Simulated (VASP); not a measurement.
# SrCl2 (Fm-3m) in VASP: a series of runs, part 2 of 2

VASP 6.6.1. The steps go on from the part before.

## (4) Single point, LDA

This run uses another cell than the first one, of 30.00 Å³/atom, 1.039 times its volume.

Contents of INCAR:

```
PREC = Accurate ; ENCUT = 500
EDIFF = 1E-6 ; ISMEAR = 0
SIGMA = 0.01 ; LREAL = False
LASPH = True ; NELM = 120
ALGO = Normal ; ISIF = 2
LWAVE = False ; LCHARG = True
LELF = True ; LVHAR = True
NBANDS = 19 ; GGA_COMPAT = False
```

Contents of KPOINTS:

```
Automatic mesh
0
Gamma
  5 5 5
```

Contents of POSCAR:

```
SrCl2
1.0
    0.0000000000      3.5567663891      3.5567663891
    3.5567663891      0.0000000000      3.5567663891
    3.5567663891      3.5567663891      0.0000000000
Sr Cl
1 2
Direct
    0.0000000000      0.0000000000      0.0000000000
    0.2500000000      0.2500000000      0.2500000000
    0.7500000000      0.7500000000      0.7500000000
```

Potentials or basis: VASP PAW LDA potentials, release 64 (Sr_sv, Cl).

Run with:

```sh
cat potpaw_LDA.64/Sr_sv/POTCAR potpaw_LDA.64/Cl/POTCAR > POTCAR
mpirun -np 1 vasp_std > vasp.out
```

OUTCAR:

```text
PREC = Accurate
   ENCUT = 500
   EDIFF = 1E-6
   ISMEAR = 0
   LREAL = False
   LASPH = True
   NELM = 120
   ISIF = 2

 ion  position               nearest neighbor table
   1  0.000  0.000  0.000-   3 3.08   3 3.08   3 3.08   2 3.08   3 3.08   2 3.08   2 3.08   2 3.08

   2  0.250  0.250  0.250-   1 3.08   1 3.08   1 3.08   1 3.08
   3  0.750  0.750  0.750-   1 3.08   1 3.08   1 3.08   1 3.08

  LATTYP: Found a face centered cubic cell.
 ALAT       =     7.1135327782

  Lattice vectors:

 A1 = (   0.0000000000,   3.5567663891,   3.5567663891)
 A2 = (   3.5567663891,   0.0000000000,   3.5567663891)
 A3 = (   3.5567663891,   3.5567663891,   0.0000000000)

Analysis of symmetry for initial positions (statically):
=====================================================================
 Subroutine PRICEL returns:
 Original cell was already a primitive cell.

 Routine SETGRP: Setting up the symmetry group for a
 face centered cubic supercell.

 Subroutine GETGRP returns: Found 48 space group operations
 (whereof 48 operations were pure point group operations)
 out of a pool of 48 trial point group operations.

The static configuration has the point symmetry O_h .

Analysis of symmetry for dynamics (positions and initial velocities):
=====================================================================
 Subroutine PRICEL returns:
 Original cell was already a primitive cell.

 Routine SETGRP: Setting up the symmetry group for a
 face centered cubic supercell.

 Subroutine GETGRP returns: Found 48 space group operations
 (whereof 48 operations were pure point group operations)
 out of a pool of 48 trial point group operations.

The dynamic configuration has the point symmetry O_h .

 Subroutine INISYM returns: Found 48 space group operations
 (whereof 48 operations are pure point group operations),
 and found     1 'primitive' translations

----------------------------------------------------------------------------------------

                                     Primitive cell

  volume of cell :      89.9904

  direct lattice vectors                    reciprocal lattice vectors
     0.000000000  3.556766389  3.556766389    -0.140577127  0.140577127  0.140577127
     3.556766389  0.000000000  3.556766389     0.140577127 -0.140577127  0.140577127
     3.556766389  3.556766389  0.000000000     0.140577127  0.140577127 -0.140577127

  length of vectors
     5.030027266  5.030027266  5.030027266     0.243486726  0.243486726  0.243486726

  position of ions in fractional coordinates (direct lattice)
     0.000000000  0.000000000  0.000000000
     0.250000000  0.250000000  0.250000000
     0.750000000  0.750000000  0.750000000

  ion indices of the primitive-cell ions
   primitive index   ion index
                 1           1
                 2           2
                 3           3

----------------------------------------------------------------------------------------

 KPOINTS: Automatic mesh

Automatic generation of k-mesh.
 Grid dimensions read from file:
 generate k-points for:    5    5    5

 Generating k-lattice:

  Cartesian coordinates                     Fractional coordinates (reciprocal lattice)
    -0.028115425  0.028115425  0.028115425     0.200000000  0.000000000  0.000000000
     0.028115425 -0.028115425  0.028115425     0.000000000  0.200000000  0.000000000
     0.028115425  0.028115425 -0.028115425     0.000000000  0.000000000  0.200000000

  Length of vectors
     0.048697345  0.048697345  0.048697345

  Shift w.r.t. Gamma in fractional coordinates (k-lattice)
     0.000000000  0.000000000  0.000000000

 Subroutine IBZKPT returns following result:
 ===========================================

 Found     10 irreducible k-points:

 Following reciprocal coordinates:
            Coordinates               Weight
  0.000000  0.000000  0.000000      1.000000
  0.200000  0.000000  0.000000      8.000000
  0.400000  0.000000  0.000000      8.000000
  0.200000  0.200000  0.000000      6.000000
  0.400000  0.200000  0.000000     24.000000
 -0.400000  0.200000  0.000000     24.000000
 -0.200000  0.200000  0.000000     12.000000
  0.400000  0.400000  0.000000      6.000000
 -0.400000  0.400000  0.000000     12.000000
 -0.400000  0.400000  0.200000     24.000000
   k-points           NKPTS =     10   k-points in BZ     NKDIM =     10   number of bands    NBANDS=     19
   number of dos      NEDOS =    301   number of ions     NIONS =      3
   total plane-waves  NPLWV =  64000
   dimension x,y,z NGX =    40 NGY =   40 NGZ =   40
   dimension x,y,z NGXF=    80 NGYF=   80 NGZF=   80
   ions per type =               1   2
   NGX,Y,Z   is equivalent  to a cutoff of  13.22, 13.22, 13.22 a.u.
   NGXF,Y,Z  is equivalent  to a cutoff of  26.44, 26.44, 26.44 a.u.
 SYSTEM =  unknown system
   PREC   = accura    normal or accurate (medium, high low for compatibility)
   ISTART =      0    job   : 0-new  1-cont  2-samecut
   ICHARG =      2    charge: 1-file 2-atom 10-const
   ISPIN  =      1    spin polarized calculation?
   LNONCOLLINEAR =      F non collinear calculations
   LSORBIT =      F    spin-orbit coupling
   LASPH  =      T    aspherical Exc in radial PAW
   ENCUT  =  500.0 eV  36.75 Ry    6.06 a.u.   9.17  9.17  9.17*2*pi/ulx,y,z
   NELM   =    120;   NELMIN=  2; NELMDL= -5     # of ELM steps
   EDIFF  = 0.1E-05   stopping-criterion for ELM
   LREAL  =      F    real-space projection
[... 7 lines left out ...]
   TEBEG  =    0.0;   TEEND  =   0.0 temperature during run
   PSTRESS=    0.0 pullay stress
   NELECT =      24.0000    total number of electrons
   NUPDOWN=      -1.0000    fix difference up-down
   EMIN   =  10.00;   EMAX   =-10.00  energy-range for DOS
   EFERMI =   0.00;   METHOD = LEGACY
   ISMEAR =     0;   SIGMA  =   0.01  broadening in eV -4-tet -1-fermi 0-gaus
   EFERMI_NEDOS =   21; number of points for ismear=-14 and -15
   IALGO  =     38    algorithm
   IMIX   =      4    mixing-type and parameters
     AMIX     =   0.40;   BMIX     =  1.00
     AMIX_MAG =   1.60;   BMIX_MAG =  1.00
  volume/ion in A,a.u.               =      30.00       202.43
  Fermi-wavevector in a.u.,A,eV,Ry     =   1.053772  1.991340 15.108385  1.110435
  Thomas-Fermi vector in A             =   2.188906
   LORBIT       =      0    0 simple, 1 ext, 2 COOP (PROOUT), +10 PAW based schemes
   GGA     = CA    functional components
   LHFCALC =     F    Hartree Fock is set to
   AEXX    =    0.0000 exact exchange contribution
   IVDW    =     0    specifies the selected vdW correction
   LEPSILON=     F    determine dielectric tensor
   LRPA    =     F    only Hartree local field effects (RPA)
 non-spin polarized calculation
 Gauss-broadening in eV      SIGMA  =   0.01
  energy-cutoff  :      500.00
  volume of cell :       89.99
 maximum number of plane-waves:      2293
 NGX is ok and might be reduce to    40
   NGX = 19   NGY = 19   NGZ = 19

 number of electron      23.9999998 magnetization

 Free energy of the ion-electron system (eV)
  ---------------------------------------------------
  ext. energy  EPLUGINS =         0.00000000
  ---------------------------------------------------
  free energy    TOTEN  =       -13.91369790 eV

  energy without entropy =      -13.91369790  energy(sigma->0) =      -13.91369790

 E-fermi :  -0.4260     XC(G=0):  -8.5551

 val. band max:       -0.4782951349   @ k =  -0.4000   0.4000   0.0000
 cond. band min:       4.2593042236   @ k =   0.0000   0.0000   0.0000
 fundamental gap:      4.7375993585
 Fermi energy:        -0.4260317592

 k-point     1 :       0.0000    0.0000    0.0000
  band No.  band energies     occupation
      1     -33.2969      2.00000
      2     -15.3717      2.00000
      3     -15.3717      2.00000
      4     -15.3717      2.00000
      5     -13.4740      2.00000
      6     -12.7068      2.00000
[... 11 lines left out ...]
     18       8.1864      0.00000
     19       8.4303      0.00000

 k-point     2 :       0.2000    0.0000    0.0000
  band No.  band energies     occupation
      1     -33.2961      2.00000
      2     -15.4532      2.00000
      3     -15.3756      2.00000
      4     -15.3756      2.00000
      5     -13.3135      2.00000
      6     -12.7760      2.00000
[... 168 lines left out ...]
 k-point    10 :      -0.4000    0.4000    0.2000
  band No.  band energies     occupation
      1     -33.2940      2.00000
      2     -15.5447      2.00000
      3     -15.4703      2.00000
      4     -15.3942      2.00000
      5     -12.9285      2.00000
      6     -12.9188      2.00000
[... 11 lines left out ...]
     18       8.0372      0.00000
     19       9.0670      0.00000

------------------------ aborting loop because EDIFF is reached ----------------------------------------

  FORCE on cell =-STRESS in cart. coord.  units (eV):
  Direction    XX          YY          ZZ          XY          YZ          ZX
  --------------------------------------------------------------------------------------
  -------------------------------------------------------------------------------------
  Total       -2.4238796     -2.4238796     -2.4238796     -0.0000000     -0.0000000      0.0000000
  in kB      -43.1544528    -43.1544528    -43.1544528     -0.0000000     -0.0000000      0.0000000
  external PRESSURE =     -43.1544528 kB  Pullay stress =       0.0000000 kB

 VOLUME and BASIS-vectors are now :
 -----------------------------------------------------------------------------
  energy-cutoff  :      500.00
  volume of cell :       89.99
      direct lattice vectors                 reciprocal lattice vectors
     0.000000000  3.556766389  3.556766389    -0.140577127  0.140577127  0.140577127
     3.556766389  0.000000000  3.556766389     0.140577127 -0.140577127  0.140577127
     3.556766389  3.556766389  0.000000000     0.140577127  0.140577127 -0.140577127

 POSITION                                       TOTAL-FORCE (eV/Angst)
 -----------------------------------------------------------------------------------
      0.00000      0.00000      0.00000        -0.000000      0.000000     -0.000000
      1.77838      1.77838      1.77838         0.000000      0.000000     -0.000000
      5.33515      5.33515      5.33515         0.000000     -0.000000      0.000000
 -----------------------------------------------------------------------------------
    total drift:                               -0.000000     -0.000000      0.000000

  FREE ENERGIE OF THE ION-ELECTRON SYSTEM (eV)
  ---------------------------------------------------
  free  energy   TOTEN  =       -13.9136978976 eV

  energy  without entropy=      -13.9136978976  energy(sigma->0) =      -13.91369790
```

It took 36 s on 1 thread of Intel Xeon 8259CL, shared host; peak memory 0.19 GiB.

What came out:

```yaml
Free_energy: -13.9137 eV
Pressure: -4.3 GPa
Band_gap_on_the_k_mesh: 4.74 eV, indirect (least direct gap 5.00 eV)
```

A k mesh can miss the band edges. As with any semilocal functional, this LDA gap is likely too small.

## (5) The runs side by side

| cell | gap on the mesh (eV) | pressure (GPa) |
| --- | --- | --- |
| a = 4.966 Å, angles 60.0°, 3 atoms | 4.88 | -3.3 |
| a = 4.998 Å, angles 60.0°, 3 atoms | 4.81 | -3.9 |
| a = 5.030 Å, angles 60.0°, 3 atoms | 4.74 | -4.3 |

Alike in all rows: task single point; level LDA; potentials or basis VASP PAW LDA potentials, release 64 (Sr_sv, Cl); no spin polarisation; k mesh 5 × 5 × 5; cutoff (eV) 500; smearing gaussian 0.01 eV.

Total energies depend on the potentials used, so only differences within one code and one set of settings carry meaning.
